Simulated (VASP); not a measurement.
# C (Cmcm) in VASP: a series of runs

C is run at these levels: PBE; tasks: single point.

All numbers are computed with VASP 6.6.1; they aren't measurements. Logs are shortened: lines on timing, memory, paths and dates and some standing lists are left out, and cuts for length are marked.

## (1) The cell of the first run

The structure is orthorhombic, space group Cmcm (No. 63). The conventional cell has a = 2.582 Å, b = 4.272 Å, c = 8.565 Å, α = 90.00°, β = 90.00°, γ = 90.00°. Within 1.9 Å of C (site symmetry m2m) lie 3 C at 1.42 to 1.47 Å. C (site symmetry m2m) has 3 C at 1.42 to 1.47 Å within 1.9 Å.

## (2) Single point, PBE

File INCAR:

```
PREC = Accurate
ENCUT = 520
EDIFF = 1E-6
ISMEAR = 0
SIGMA = 0.15
LREAL = F
LASPH = T
NELM = 100
ALGO = Normal
ISIF = 2
LWAVE = F
LCHARG = T
GGA = PE
LELF = T
LVHAR = T
NBANDS = 16
```

File KPOINTS:

```
Automatic mesh
0
Gamma
  18 18 6
```

File POSCAR:

```
C
1.0
    2.5817097596      0.0000000000      0.0000000000
   -1.2908548798      2.1360716891      0.0000000000
    0.0000000000      0.0000000000      8.5653080463
C
4
Direct
    0.0000000000      0.0000000000      0.0025000000
    0.0000000000      0.0000000000      0.5025000000
    0.3333333333      0.6666666667      0.0025000000
    0.6666666667      0.3333333333      0.5025000000
```

Potentials or basis: VASP PAW PBE potentials, release 64 (C).

Started as:

```console
$ cat potpaw_PBE.64/C/POTCAR > POTCAR
$ mpirun -np 1 vasp_std > vasp.out
```

OUTCAR:

```text
PREC = Accurate
   ENCUT = 520
   EDIFF = 1E-6
   ISMEAR = 0
   LREAL = F
   LASPH = T
   NELM = 100
   ISIF = 2
   GGA = PE

 ion  position               nearest neighbor table
   1  0.000  0.000  0.002-   3 1.42   3 1.47   3 1.47
   2  0.000  0.000  0.502-   4 1.42   4 1.47   4 1.47
   3  0.333  0.667  0.002-   1 1.42   1 1.47   1 1.47
   4  0.667  0.333  0.502-   2 1.42   2 1.47   2 1.47

  Warning from LATTYP: Monoclinic adjustment (A1->A3, A2->A1, A3->A2)!
  LATTYP: Found a base centered orthorhombic cell.
 ALAT       =     2.5817097596
 B/A-ratio  =     1.6547729125
 C/A-ratio  =     3.3176882159

  Lattice vectors:

 A1 = (   1.2908548798,  -2.1360716891,   0.0000000000)
 A2 = (   1.2908548798,   2.1360716891,   0.0000000000)
 A3 = (   0.0000000000,   0.0000000000,   8.5653080463)

Analysis of symmetry for initial positions (statically):
=====================================================================
 Subroutine PRICEL returns:
 Original cell was already a primitive cell.

 Routine SETGRP: Setting up the symmetry group for a
 base centered orthorhombic supercell.

 Subroutine GETGRP returns: Found  8 space group operations
 (whereof  2 operations were pure point group operations)
 out of a pool of  8 trial point group operations.

The static configuration has the point symmetry C_1h.
 The point group associated with its full space group is D_2h.

Analysis of symmetry for dynamics (positions and initial velocities):
=====================================================================
 Subroutine PRICEL returns:
 Original cell was already a primitive cell.

 Routine SETGRP: Setting up the symmetry group for a
 base centered orthorhombic supercell.

 Subroutine GETGRP returns: Found  8 space group operations
 (whereof  2 operations were pure point group operations)
 out of a pool of  8 trial point group operations.

The dynamic configuration has the point symmetry C_1h.
 The point group associated with its full space group is D_2h.

 Subroutine INISYM returns: Found  8 space group operations
 (whereof  2 operations are pure point group operations),
 and found     1 'primitive' translations

----------------------------------------------------------------------------------------

                                     Primitive cell

  volume of cell :      47.2353

  direct lattice vectors                    reciprocal lattice vectors
     2.581709760  0.000000000  0.000000000     0.387340210  0.234074541  0.000000000
    -1.290854880  2.136071689  0.000000000     0.000000000  0.468149082  0.000000000
     0.000000000  0.000000000  8.565308046     0.000000000  0.000000000  0.116750033

  length of vectors
     2.581709760  2.495818219  8.565308046     0.452574114  0.468149082  0.116750033

  position of ions in fractional coordinates (direct lattice)
     0.000000000  0.000000000  0.002500000
     0.000000000  0.000000000  0.502500000
     0.333333333  0.666666667  0.002500000
     0.666666667  0.333333333  0.502500000

  ion indices of the primitive-cell ions
   primitive index   ion index
                 1           1
                 2           2
                 3           3
                 4           4

----------------------------------------------------------------------------------------

 KPOINTS: Automatic mesh

Automatic generation of k-mesh.
 Grid dimensions read from file:
 generate k-points for:   18   18    6

 Generating k-lattice:

  Cartesian coordinates                     Fractional coordinates (reciprocal lattice)
     0.021518901  0.013004141  0.000000000     0.055555556  0.000000000  0.000000000
     0.000000000  0.026008282  0.000000000     0.000000000  0.055555556  0.000000000
     0.000000000  0.000000000  0.019458339     0.000000000  0.000000000  0.166666667

  Length of vectors
     0.025143006  0.026008282  0.019458339

  Shift w.r.t. Gamma in fractional coordinates (k-lattice)
     0.000000000  0.000000000  0.000000000

 Subroutine IBZKPT returns following result:
 ===========================================

 Found    364 irreducible k-points:

 Following reciprocal coordinates:
            Coordinates               Weight
  0.000000  0.000000  0.000000      1.000000
  0.055556  0.000000  0.000000      4.000000
  0.111111  0.000000  0.000000      4.000000
  0.166667 -0.000000  0.000000      4.000000
  0.222222 -0.000000  0.000000      4.000000
  0.277778 -0.000000  0.000000      4.000000
[... 16 lines left out ...]
 -0.333333  0.055556  0.000000      4.000000
 -0.277778  0.055556  0.000000      4.000000
 [... further k-points ...]
   k-points           NKPTS =    364   k-points in BZ     NKDIM =    364   number of bands    NBANDS=     16
   number of dos      NEDOS =    301   number of ions     NIONS =      4
   total plane-waves  NPLWV =  25600
   dimension x,y,z NGX =    20 NGY =   20 NGZ =   64
   dimension x,y,z NGXF=    40 NGYF=   40 NGZF=  128
   ions per type =               4
   NGX,Y,Z   is equivalent  to a cutoff of  12.88, 13.32, 12.42 a.u.
   NGXF,Y,Z  is equivalent  to a cutoff of  25.76, 26.64, 24.84 a.u.
 SYSTEM =  unknown system
   PREC   = accura    normal or accurate (medium, high low for compatibility)
   ISTART =      0    job   : 0-new  1-cont  2-samecut
   ICHARG =      2    charge: 1-file 2-atom 10-const
   ISPIN  =      1    spin polarized calculation?
   LNONCOLLINEAR =      F non collinear calculations
   LSORBIT =      F    spin-orbit coupling
   LASPH  =      T    aspherical Exc in radial PAW
   ENCUT  =  520.0 eV  38.22 Ry    6.18 a.u.   4.80  4.64 15.93*2*pi/ulx,y,z
   NELM   =    100;   NELMIN=  2; NELMDL= -5     # of ELM steps
   EDIFF  = 0.1E-05   stopping-criterion for ELM
   LREAL  =      F    real-space projection
   EDIFFG = 0.1E-04   stopping-criterion for IOM
   NSW    =      0    number of steps for IOM
   IBRION =     -1    ionic relax: 0-MD 1-quasi-New 2-CG
   NFREE  =      0    steps in history (QN), initial steepest desc. (CG)
   ISIF   =      2    stress and relaxation
   ISYM   =      2    0-nonsym 1-usesym 2-fastsym
   POTIM  = 0.5000    time-step for ionic-motion
   TEBEG  =    0.0;   TEEND  =   0.0 temperature during run
   PSTRESS=    0.0 pullay stress
   NELECT =      16.0000    total number of electrons
   NUPDOWN=      -1.0000    fix difference up-down
   EMIN   =  10.00;   EMAX   =-10.00  energy-range for DOS
   EFERMI =   0.00;   METHOD = LEGACY
   ISMEAR =     0;   SIGMA  =   0.15  broadening in eV -4-tet -1-fermi 0-gaus
   EFERMI_NEDOS =   21; number of points for ismear=-14 and -15
   IALGO  =     38    algorithm
   IMIX   =      4    mixing-type and parameters
     AMIX     =   0.40;   BMIX     =  1.00
     AMIX_MAG =   1.60;   BMIX_MAG =  1.00
  volume/ion in A,a.u.               =      11.81        79.69
  Fermi-wavevector in a.u.,A,eV,Ry     =   1.141194  2.156544 17.719185  1.302323
  Thomas-Fermi vector in A             =   2.277894
   LORBIT       =      0    0 simple, 1 ext, 2 COOP (PROOUT), +10 PAW based schemes
   GGA     = PE    functional components
   LHFCALC =     F    Hartree Fock is set to
   AEXX    =    0.0000 exact exchange contribution
   IVDW    =     0    specifies the selected vdW correction
   LEPSILON=     F    determine dielectric tensor
   LRPA    =     F    only Hartree local field effects (RPA)
 non-spin polarized calculation
 Gauss-broadening in eV      SIGMA  =   0.15
  energy-cutoff  :      520.00
  volume of cell :       47.24
 maximum number of plane-waves:      1286
   NGX =  9   NGY =  9   NGZ = 31

 number of electron      16.0000000 magnetization

 Free energy of the ion-electron system (eV)
  ---------------------------------------------------
  ext. energy  EPLUGINS =         0.00000000
  ---------------------------------------------------
  free energy    TOTEN  =       -36.68202918 eV

  energy without entropy =      -36.68194278  energy(sigma->0) =      -36.68198598

 E-fermi :   2.4114     XC(G=0):  -8.5836

 val. band max:        2.1906331811   @ k =   0.3333   0.3333   0.0000
 cond. band min:       2.6354486982   @ k =   0.3333   0.3333   0.0000
 fundamental gap:      0.4448155171
 Fermi energy:         2.4113778390

 k-point     1 :       0.0000    0.0000    0.0000
  band No.  band energies     occupation
      1     -16.5906      2.00000
      2     -16.5545      2.00000
      3      -4.9977      2.00000
      4      -4.5095      2.00000
      5      -0.7102      2.00000
      6      -0.7089      2.00000
[... 8 lines left out ...]
     15      12.9861      0.00000
     16      13.0113      0.00000

 k-point     2 :       0.0556    0.0000    0.0000
  band No.  band energies     occupation
      1     -16.5221      2.00000
      2     -16.4863      2.00000
      3      -4.9165      2.00000
      4      -4.4302      2.00000
      5      -0.9933      2.00000
      6      -0.9913      2.00000
[... 8 lines left out ...]
     15      12.7518      0.00000
     16      12.7812      0.00000

 k-point     3 :       0.1111    0.0000    0.0000
  band No.  band energies     occupation
      1     -16.3171      2.00000
      2     -16.2819      2.00000
      3      -4.6738      2.00000
      4      -4.1935      2.00000
      5      -1.8166      2.00000
      6      -1.8128      2.00000
[... 8 lines left out ...]
     15      12.0817      0.00000
     16      12.1293      0.00000

 k-point     4 :       0.1667   -0.0000    0.0000
  band No.  band energies     occupation
      1     -15.9767      2.00000
      2     -15.9425      2.00000
      3      -4.2728      2.00000
      4      -3.8029      2.00000
      5      -2.9842      2.00000
      6      -2.9782      2.00000
[... 8 lines left out ...]
     15      12.5082      0.00000
     16      12.5191      0.00000
[... 324 lines left out ...]
 k-point    22 :      -0.3889    0.0556    0.0000
  band No.  band energies     occupation
      1     -13.7499      2.00000
      2     -13.7221      2.00000
      3      -7.7248      2.00000
      4      -7.7101      2.00000
      5      -3.4714      2.00000
      6      -3.4667      2.00000
[... 8 lines left out ...]
     15      16.0416      0.00000
     16      16.5428      0.00000

 k-point    23 :      -0.3333    0.0556    0.0000
  band No.  band energies     occupation
      1     -14.5271      2.00000
      2     -14.4970      2.00000
      3      -6.3535      2.00000
      4      -6.3414      2.00000
      5      -3.1220      2.00000
      6      -3.1175      2.00000
[... 8 lines left out ...]
     15      15.3347      0.00000
     16      16.5208      0.00000

 k-point    24 :      -0.2778    0.0556    0.0000
  band No.  band energies     occupation
      1     -15.1871      2.00000
      2     -15.1552      2.00000
      3      -4.9551      2.00000
      4      -4.9457      2.00000
      5      -3.3538      2.00000
      6      -2.9108      2.00000
[... 8 lines left out ...]
     15      14.6120      0.00000
     16      15.1458      0.00000

 [... further k-points ...]

------------------------ aborting loop because EDIFF is reached ----------------------------------------

  FORCE on cell =-STRESS in cart. coord.  units (eV):
  Direction    XX          YY          ZZ          XY          YZ          ZX
  --------------------------------------------------------------------------------------
  -------------------------------------------------------------------------------------
  Total       -9.7657429     -1.4238523     -0.0007687     -0.0000000      0.0000000      0.0000000
  in kB     -331.2452365    -48.2957915     -0.0260750     -0.0000000      0.0000000      0.0000000
  external PRESSURE =    -126.5223677 kB  Pullay stress =       0.0000000 kB

 VOLUME and BASIS-vectors are now :
 -----------------------------------------------------------------------------
  energy-cutoff  :      520.00
  volume of cell :       47.24
      direct lattice vectors                 reciprocal lattice vectors
     2.581709760  0.000000000  0.000000000     0.387340210  0.234074541  0.000000000
    -1.290854880  2.136071689  0.000000000     0.000000000  0.468149082  0.000000000
     0.000000000  0.000000000  8.565308046     0.000000000  0.000000000  0.116750033

 POSITION                                       TOTAL-FORCE (eV/Angst)
 -----------------------------------------------------------------------------------
      0.00000      0.00000      0.02141         0.000000     -0.300380      0.000000
      0.00000      0.00000      4.30407        -0.000000      0.300380      0.000000
     -0.00000      1.42405      0.02141        -0.000000      0.300607      0.000000
      1.29085      0.71202      4.30407         0.000000     -0.300607      0.000000
 -----------------------------------------------------------------------------------
    total drift:                                0.000000      0.000000     -0.000014

  FREE ENERGIE OF THE ION-ELECTRON SYSTEM (eV)
  ---------------------------------------------------
  free  energy   TOTEN  =       -36.6820291823 eV

  energy  without entropy=      -36.6819427777  energy(sigma->0) =      -36.68198598
```

Wall time 5.7 min (1 thread of Intel Xeon 8259CL, shared host); peak memory 0.31 GiB.

Results:

```
Free energy   : -36.6820 eV
Pressure      : -12.7 GPa
Largest force : 0.301 eV/Å
```

Forces on the atoms (eV/Å):
```
C    0.000 -0.300  0.000
C    0.000  0.300  0.000
C    0.000  0.301  0.000
C    0.000 -0.301  0.000
```

Stress tensor (GPa, compression positive):
```
-33.12   0.00   0.00
  0.00  -4.83   0.00
  0.00   0.00   0.00
```

Caveat: the stress differs along the axes, from -33 to -0 GPa; this functional lacks dispersion, which binds layers or chains, so the pressure and a relaxed spacing across them are unreliable.

## (3) Single point, PBE

This run uses another cell than the first one, of 12.07 Å³/atom.

File INCAR:

```
PREC = Accurate
ENCUT = 520
EDIFF = 1E-6
ISMEAR = 0
SIGMA = 0.15
LREAL = False
LASPH = True
NELM = 60
ALGO = Normal
ISIF = 2
LWAVE = False
LCHARG = False
GGA = PE
NBANDS = 16
```

File KPOINTS:

```
regular mesh
0
Gamma
  18 18 6
```

Changes to POSCAR since step 2:

```diff
@@ -2,4 +2,4 @@
 1.0
-    2.5817097596      0.0000000000      0.0000000000
-   -1.2908548798      2.1360716891      0.0000000000
+    2.6391797485      0.0000000000      0.0000000000
+   -1.3195898742      2.1360716891      0.0000000000
     0.0000000000      0.0000000000      8.5653080463
```

Potentials or basis: VASP PAW PBE potentials, release 64 (C).

Started as:

```console
$ cat potpaw_PBE.64/C/POTCAR > POTCAR
$ mpirun -np 1 vasp_std > vasp.out
```

It took 5.8 min on 1 thread of Intel Xeon 8259CL, shared host; peak memory 0.31 GiB.

It converged, with:

| Quantity | Value |
| --- | --- |
| Free energy | -36.4203 eV |
| Pressure | -17.7 GPa |
| Largest force | 0.345 eV/Å |

Forces on the atoms (eV/Å):
```
C    0.000 -0.344  0.000
C    0.000  0.344  0.000
C    0.000  0.345  0.000
C    0.000 -0.345  0.000
```

Stress tensor (GPa, compression positive):
```
-46.46   0.00   0.00
  0.00  -6.75   0.00
  0.00   0.00   0.01
```

Caveat: the stress differs along the axes, from -46 to 0 GPa; this functional lacks dispersion, which binds layers or chains, so the pressure and a relaxed spacing across them are unreliable.
